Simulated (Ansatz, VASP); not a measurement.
# SiC in VASP and in Ansatz

```
CELL_PARAMETERS angstrom
2.84540 0.00000 0.00000
-1.42270 2.46419 0.00000
0.00000 0.00000 4.86108
ATOMIC_POSITIONS crystal
Si 0.33333 0.66667 0.00816
Si 0.66667 0.33333 0.50816
C 0.33333 0.66667 0.37684
C 0.66667 0.33333 0.87684
```

Alike in both runs: functional LDA; k mesh 12 × 12 × 6; occupations gaussian, width 0.05 eV; no spin polarisation.

Ansatz relaxed the structure, and its values are those at the end. VASP's run is a single point on that final structure, the one shown.

|  | VASP | Ansatz |
| --- | --- | --- |
| version | VASP 6.6.1 | Ansatz 0.2.0 |
| potentials or method | VASP PAW LDA potentials, release 64 (Si, C), cutoff 520 eV | scalar-relativistic, plane waves, PAW |
| valence electrons in the cell | 16 | 16 |

VASP gave:

```
gap on the k mesh at the Fermi level (eV) : 1.31
least direct gap on the mesh (eV)         : 4.54
```

What did Ansatz give for the same quantities?

gap on the k mesh at the Fermi level (eV): 1.33; least direct gap on the mesh (eV): 4.56.

Ansatz warns that its potentials were made for another functional, while VASP's fit it. LDA's correlation is that of Perdew and Zunger in VASP and of Perdew and Wang (1992) in Ansatz. Ansatz's warnings: stress scf threshold loose.
